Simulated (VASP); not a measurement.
A run of VASP 6.6.1 is set up as follows.

Contents of POSCAR:

```
Al2Cu
1.0
    4.1051820000      0.0000000000      0.0000000000
    0.0000000000      4.1051820000      0.0000000000
    0.0000000000      0.0000000000      2.8913130000
Al Cu
2 1
Direct
    0.5000000000      0.0000000000      0.5000000000
    0.0000000000      0.5000000000      0.5000000000
    0.0000000000      0.0000000000      0.0000000000
```

INCAR.step1

```
PREC = Accurate
ENCUT = 520
ISMEAR = 1
SIGMA = 0.5
LREAL = False
LASPH = True
NELM = 60
NBANDS = 16
GGA = PE
ALGO = Normal
EDIFF = 1E-4
LWAVE = True
LCHARG = False
```

File INCAR.step2:

```
PREC = Accurate
ENCUT = 520
EDIFF = 1E-7
ISMEAR = 1
SIGMA = 0.5
LREAL = False
LASPH = True
NELM = 60
ALGO = Normal
ISIF = 2
LWAVE = False
LCHARG = True
METAGGA = R2SCAN
LMIXTAU = True
LELF = True
LVHAR = True
NBANDS = 16
ISTART = 1
```

KPOINTS

```
regular mesh
0
Gamma
  10 10 14
```

Potentials or basis: VASP PAW PBE potentials, release 64 (Al, Cu).

Launch:

```bash
$ cat potpaw_PBE.64/Al/POTCAR potpaw_PBE.64/Cu/POTCAR > POTCAR
$ cp INCAR.step1 INCAR
$ mpirun -np 1 vasp_std > vasp.out
$ cp INCAR.step2 INCAR
$ mpirun -np 1 vasp_std > vasp.out
```

(1) What does it give for the band gap on the k mesh?

(2) Estimate the pressure.

## Answers

(1) zero (an odd number of electrons rules out a gap without spin polarisation).

(2) -2.2 GPa.

Caveat: the PAW data sets were made with another functional, which shifts forces and pressure a little.
